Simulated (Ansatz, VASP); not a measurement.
One calculation of SnO2, two programs

```xyz
6
Lattice="4.7201 0.0000 0.0000 0.0000 4.7206 0.0000 0.0000 0.0000 3.1888" Properties=species:S:1:pos:R:3 pbc="T T T"
Sn    2.3601    2.3603    1.5944
Sn    0.0000    0.0000    0.0000
O     1.5078    1.3819    0.0000
O     3.8678    0.9784    1.5944
O     0.8523    3.7422    1.5944
O     3.2124    3.3388    0.0000
```

Change from the starting cell: mode 4 frozen in at +0.090 Å and mode 7 at +0.000 Å (largest displacements).

Alike in both runs: task single point; functional LDA; k mesh 6 × 6 × 8; occupations gaussian, width 0.05 eV; no spin polarisation.

|  | VASP | Ansatz |
| --- | --- | --- |
| version | VASP 6.6.1 | Ansatz 0.2.0 |
| potentials or method | VASP PAW LDA potentials, release 64 (Sn_d, O), cutoff 520 eV | scalar-relativistic, plane waves, PAW |
| valence electrons in the cell | 52 | 52 |

Ansatz gave:

| Property | Result |
| --- | --- |
| gap on the k mesh at the Fermi level (eV) | 1.24 |
| least direct gap on the mesh (eV) | 1.24 |
| pressure (GPa) | -0.4 |
| traceless stress, the component that is largest in VASP (GPa) | -0.51 |
| rms of the force components (eV/Å) | 0.031 |

**Question.** What did VASP give for the same quantities?

**Answer.** gap on the k mesh at the Fermi level (eV): 1.27; least direct gap on the mesh (eV): 1.27; pressure (GPa): 1.0; traceless stress, the component that is largest in VASP (GPa): -0.68; rms of the force components (eV/Å): 0.026.

Ansatz warns that its potentials were made for another functional, while VASP's fit it. LDA's correlation is that of Perdew and Zunger in VASP and of Perdew and Wang (1992) in Ansatz. Atom by atom the forces differ by 0.013 eV/Å (rms over components).
